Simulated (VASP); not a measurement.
Here is a VASP 6.6.1 calculation.

The input INCAR:

```
  PREC = Accurate
  ENCUT = 520
  EDIFF = 1E-6
  ISMEAR = -1
  SIGMA = 0.05
  LREAL = False
  LASPH = True
  NELM = 80
  ALGO = Normal
  ISIF = 2
  LWAVE = False
  LCHARG = False
  GGA = PS
  NBANDS = 12
```

Contents of KPOINTS:

```
Automatic mesh
0
Gamma
  11 11 11
```

POSCAR

```
Au
1.0
    0.0000000000      1.9817527078      1.9817527078
    1.9817527078      0.0000000000      1.9817527078
    1.9817527078      1.9817527078      0.0000000000
Au
1
Direct
    0.0000000000      0.0000000000      0.0000000000
```

Potentials or basis: VASP PAW PBE potentials, release 64 (Au).

Command:

```console
$ cat potpaw_PBE.64/Au/POTCAR > POTCAR
$ mpirun -np 1 vasp_std > vasp.out
```

Predict the pressure.

19.7 GPa.

Caveat: the PAW data sets were made with another functional, which shifts forces and pressure a little.
